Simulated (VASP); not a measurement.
## BaTe: single point with LDA

BaTe:

```
Ba Te
1.0
     5.97218    0.00000    0.00000
    -2.98609    5.17206    0.00000
     0.00000    0.00000    7.00369
Ba Te
2 2
Direct
  0.33333 0.66667 0.93750
  0.66667 0.33333 0.43750
  0.33333 0.66667 0.43750
  0.66667 0.33333 0.93750
```

```
Program             : VASP 6.6.1
Task                : single point
Functional          : LDA
Potentials or basis : VASP PAW LDA potentials, release 64 (Ba_sv, Te)
Cutoff              : 520 eV
k mesh              : 6 × 6 × 4
Occupations         : gaussian, width 0.01 eV
Spin                : no spin polarisation
```

| Quantity | Value |
| --- | --- |
| Pressure | -1.6 GPa |
| Band gap on the k mesh | 1.75 eV, indirect (least direct gap 2.03 eV) |

Stress tensor (GPa, compression positive):
```
-1.45  0.00  0.00
 0.00 -1.45  0.00
 0.00  0.00 -1.81
```

Levels at points of the mesh, in eV from the valence-band top:
```tsv
k point	band 13	band 14	band 15	band 16	band 17	band 18	band 19	band 20
(0.00, 0.00, 0.00)	-0.95	-0.95	-0.95	0.00	2.06	2.62	2.62	3.52
(0.50, 0.00, 0.00)	-0.84	-0.77	-0.55	-0.39	2.20	2.58	2.77	3.69
(0.00, 0.00, 0.50)	-1.10	-1.10	-1.10	-1.10	2.92	2.92	4.08	4.08
(0.50, 0.00, 0.50)	-0.93	-0.93	-0.75	-0.75	2.93	2.93	3.72	3.72
```

It took 100 s on 1 thread of Intel(R) Xeon(R) Platinum 8259CL CPU @ 2.50GHz (Skylake/Cascade Lake) (shared host), peak memory 0.33 GiB.

Caveat: spin-orbit coupling is left out, which moves the levels of the heavy elements. A k mesh can miss the band edges.
